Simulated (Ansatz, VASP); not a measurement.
One calculation of AlB2As3, two programs

```
CELL_PARAMETERS angstrom
3.57885 0.00000 0.00000
-1.78943 3.09938 0.00000
0.00000 0.00000 18.25460
ATOMIC_POSITIONS crystal
Al 0.33333 0.66667 0.99500
Al 0.33333 0.66667 0.34246
B 0.33333 0.66667 0.66834
B 0.66667 0.33333 0.16783
B 0.66667 0.33333 0.51583
B 0.66667 0.33333 0.82038
As 0.33333 0.66667 0.13126
As 0.33333 0.66667 0.47877
As 0.33333 0.66667 0.78371
As 0.66667 0.33333 0.28234
As 0.66667 0.33333 0.63127
As 0.66667 0.33333 0.93480
```

Alike in both runs: functional PBE; k mesh 6 × 6 × 1; occupations gaussian, width 0.1 eV; no spin polarisation.

Ansatz relaxed the structure, and its values are those at the end. VASP's run is a single point on that final structure, the one shown.

|  | VASP | Ansatz |
| --- | --- | --- |
| version | VASP 6.6.1 | Ansatz 0.2.0 |
| potentials or method | VASP PAW PBE potentials, release 64 (Al, B, As), cutoff 520 eV | scalar-relativistic, plane waves, PAW |
| valence electrons in the cell | 48 | 108 |

```tsv
	VASP	Ansatz	Ansatz less VASP
gap on the k mesh at the Fermi level (eV)	0.11	0.12	+0.009
least direct gap on the mesh (eV)	0.23	0.23	+0.004
pressure (GPa)	0.3	0.0	-0.35
rms of the force components (eV/Å)	0.010	0.002	-0.0088
```

VASP's potentials hold 48 valence electrons a cell and Ansatz's 108, so a difference there can come from the potentials and not from the codes.
